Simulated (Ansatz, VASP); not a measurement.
Two plane-wave programs on BaTiO3

File INCAR:

```
PREC = Accurate
ENCUT = 520
EDIFF = 1E-6
ISMEAR = 0
SIGMA = 0.02
LREAL = False
LASPH = True
NELM = 150
ALGO = Normal
ISIF = 2
LWAVE = False
LCHARG = False
LMAXMIX = 4
LDAU = True
LDAUTYPE = 2
LDAUL = -1 2 -1
LDAUU = 0 4 0
LDAUJ = 0 0 0
LDAUPRINT = 1
GGA = PE
NBANDS = 28
```

The input KPOINTS:

```
regular mesh
0
Gamma
  6 6 6
```

Contents of POSCAR:

```
BaTiO3
1.0
    2.8605249165      1.6515248305      2.3462108747
   -2.8605249165      1.6515248305      2.3462108747
    0.0000000000     -3.3030496611      2.3462108747
Ba Ti O
1 1 3
Direct
    0.0011724735      0.0011724735      0.0011724735
    0.5112785985      0.5112785985      0.5112785985
    0.4887886413      0.9810726456      0.4887886413
    0.4887886413      0.4887886413      0.9810726456
    0.9810726456      0.4887886413      0.4887886413
```

Input for Ansatz:

```yaml
crystal:
  lattice:
    - [2.8605249165, 1.6515248305, 2.3462108747]
    - [-2.8605249165, 1.6515248305, 2.3462108747]
    - [0.0, -3.3030496611, 2.3462108747]
  atoms:
    - { symbol: Ba, position: [0.0011724735, 0.0011724735, 0.0011724735] }
    - { symbol: Ti, position: [0.5112785985, 0.5112785985, 0.5112785985] }
    - { symbol: O, position: [0.4887886413, 0.9810726456, 0.4887886413] }
    - { symbol: O, position: [0.4887886413, 0.4887886413, 0.9810726456] }
    - { symbol: O, position: [0.9810726456, 0.4887886413, 0.4887886413] }
basis:
  ecutwfc: 420
kpoints:
  mp_grid: { grid: [6, 6, 6] }
  band_path: { path: [VBM, CBM], npoints: 2 }
hamiltonian:
  xc: pbe
  hubbard: { sites: [{ species: Ti, l: d, u_eff: 4.0 }] }
scf:
  occupations: { method: gaussian, width: 0.02 }
output:
  forces: true
  stress: true
  eigenvalues: true
checkpoint:
  read: start.run
  write: ck
  compress: false
  write_wavefunctions: false
  write_every: 100000
```

Alike in both runs: task single point; functional PBE; k mesh 6 × 6 × 6; occupations gaussian, width 0.02 eV; no spin polarisation; Hubbard terms Ti d U = 4.0 eV.

|  | VASP | Ansatz |
| --- | --- | --- |
| version | VASP 6.6.1 | Ansatz 0.2.0 |
| potentials or method | VASP PAW PBE potentials, release 64 (Ba_sv, Ti_sv, O), cutoff 520 eV | scalar-relativistic, plane waves, PAW |
| valence electrons in the cell | 40 | 40 |

Ansatz gave:

| Property | Result |
| --- | --- |
| gap on the k mesh at the Fermi level (eV) | 2.64 |
| least direct gap on the mesh (eV) | 3.03 |
| pressure (GPa) | 0.0 |
| traceless stress, the component that is largest in VASP (GPa) | 0.00 |
| rms of the force components (eV/Å) | 0.001 |

Q: Estimate VASP's values.

A: gap on the k mesh at the Fermi level (eV): 2.62; least direct gap on the mesh (eV): 3.03; pressure (GPa): 3.4; traceless stress, the component that is largest in VASP (GPa): -0.30; rms of the force components (eV/Å): 0.225.

The programs project onto different local orbitals, so the same U acts differently, and such runs can settle in different states. Atom by atom the forces differ by 0.226 eV/Å (rms over components).

Neither program's run includes spin-orbit coupling.
